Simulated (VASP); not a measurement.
Here is a VASP 6.6.1 calculation.

File INCAR:

```
SYSTEM = Ba
PREC     = Accurate       ! precision mode
ENCUT    = 600            ! plane-wave cutoff, eV
EDIFF    = 1E-6           ! SCF threshold, eV
ISMEAR   = -1             ! smearing method
SIGMA    = 0.08           ! smearing width, eV
LREAL    = .FALSE.        ! projectors in reciprocal space
LASPH    = .TRUE.         ! aspherical terms in the spheres
NELM     = 80             ! most SCF steps
ALGO     = Normal         ! electronic algorithm
ISIF     = 4              ! what is computed and relaxed
LWAVE    = .FALSE.        ! write WAVECAR
LCHARG   = .FALSE.        ! write CHGCAR
GGA      = PE             ! functional
IBRION   = 2              ! ionic algorithm
NSW      = 50             ! ionic steps
EDIFFG   = -0.005         ! ionic threshold
```

KPOINTS

```
Automatic mesh
0
G
  10 10 9
  0 0 0
```

POSCAR

```
Ba
1.0
    3.7822089448      0.0000000000      0.0000000000
   -1.8911044724      3.2754890286      0.0000000000
    0.0000000000      0.0000000000      3.5138403904
Ba
1
Direct
    0.0000000000      0.0000000000      0.0000000000
```

Potentials or basis: VASP PAW PBE potentials, release 64 (Ba_sv).

The run is started by

```bash
$ cat potpaw_PBE.64/Ba_sv/POTCAR > POTCAR
$ mpirun -np 1 vasp_std > vasp.out
```

Task: Estimate the band gap on the k mesh.

Result: Zero (bands 5 and 6 overlap by 0.99 eV).

Final structure:
```cif
data_structure
_symmetry_space_group_name_H-M 'P 1'
_symmetry_Int_Tables_number 1
_cell_length_a 3.7976
_cell_length_b 3.7976
_cell_length_c 3.4855
_cell_angle_alpha 90.000
_cell_angle_beta 90.000
_cell_angle_gamma 120.000
_cell_volume 43.53
loop_
_atom_site_label
_atom_site_type_symbol
_atom_site_fract_x
_atom_site_fract_y
_atom_site_fract_z
_atom_site_occupancy
Ba1 Ba 0.00000 0.00000 0.00000 1
```

Caveat: spin-orbit coupling is left out, which moves the levels of the heavy elements.
